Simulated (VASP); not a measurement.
Ge, 2 atoms in the cell. The structure is cubic, space group Fd-3m (No. 227). Conventional cell: a = 5.630 Å, b = 5.630 Å, c = 5.630 Å, α = 90.00°, β = 90.00°, γ = 90.00°. Within 3.2 Å of Ge (site symmetry -43m) lie 4 Ge at 2.44 Å. 

- Program: VASP 6.6.1
- Task: single point
- Functional: LDA
- Potentials or basis: VASP PAW LDA potentials, release 64 (Ge_d)
- Cutoff: 520 eV
- k mesh: 10 × 10 × 10
- Occupations: gaussian, width 0.6 eV
- Spin: no spin polarisation
- Dipole correction: no
- Further INCAR settings: ALGO = Normal; EDIFF = 1e-07; NBANDS = 21

Potentials or basis: VASP PAW LDA potentials, release 64 (Ge_d).

Launch:

```bash
$ cat potpaw_LDA.64/Ge_d/POTCAR > POTCAR
$ mpirun -np 1 vasp_std > vasp.out
```

Hardware: 1 thread of Intel(R) Xeon(R) 6975P-C (Granite Rapids), on a shared host.

How long does it take, and how much memory?

Run time: 20 s on 1 thread of Intel(R) Xeon(R) 6975P-C (Granite Rapids) (shared host), peak memory 0.16 GiB. Counts: scf iterations 11, k points 47.
